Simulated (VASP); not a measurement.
Write the native input for VASP 6.6.1 that does the following.

```
Task                   : single point
Functional             : PBE
Potentials or basis    : VASP PAW PBE potentials, release 64 (Li_sv, Br)
Cutoff                 : 750 eV
k mesh                 : 1 × 1 × 1
Occupations            : methfessel-paxton, width 0.1 eV
Spin                   : collinear spin, zero start
Starting moments       : [0.0, 0.0] μB
Fixed moment           : 0 μB
Dipole correction      : no
Further INCAR settings : ALGO = Normal; EDIFF = 1e-06; NBANDS = 16
```

The structure of LiBr lies in POSCAR:

```
LiBr
1.0
    0.0000000000      2.7226905798      2.7226905798
    2.7226905798      0.0000000000      2.7226905798
    2.7226905798      2.7226905798      0.0000000000
Li Br
1 1
Direct
    0.0000000000      0.0000000000      0.0000000000
    0.5000000000      0.5000000000      0.5000000000
```

The input as run:

INCAR

```
  ALGO = Normal
  EDIFF = 1E-6
  ENCUT = 750
  GGA = PE
  GGA_COMPAT = False
  ISIF = 2
  ISMEAR = 1
  ISPIN = 2
  LASPH = True
  LCHARG = False
  LORBIT = 11
  LREAL = False
  LWAVE = False
  MAGMOM = 0 0
  NBANDS = 16
  NELM = 200
  NUPDOWN = 0.0
  PREC = Accurate
  SIGMA = 0.1
```

KPOINTS

```
k-points
0
Gamma
  1 1 1
```

Potentials or basis: VASP PAW PBE potentials, release 64 (Li_sv, Br).

The run is started by

```console
$ cat potpaw_PBE.64/Li_sv/POTCAR potpaw_PBE.64/Br/POTCAR > POTCAR
$ mpirun -np 1 vasp_gam > vasp.out
```

Results of the run:

```
Pressure                                              : 43.8 GPa
Net moment                                            : 0.00 μB per cell
Valence electrons inside the program's atomic spheres : Li 2.04; Br 5.34
```

Caveat: the k points lie up to 2.00 Å⁻¹ apart; the total moment is fixed, so each spin has its own Fermi level.

Run time: 18 s on 1 thread of Intel Xeon 8259CL, on a shared host, peak memory 0.22 GiB.
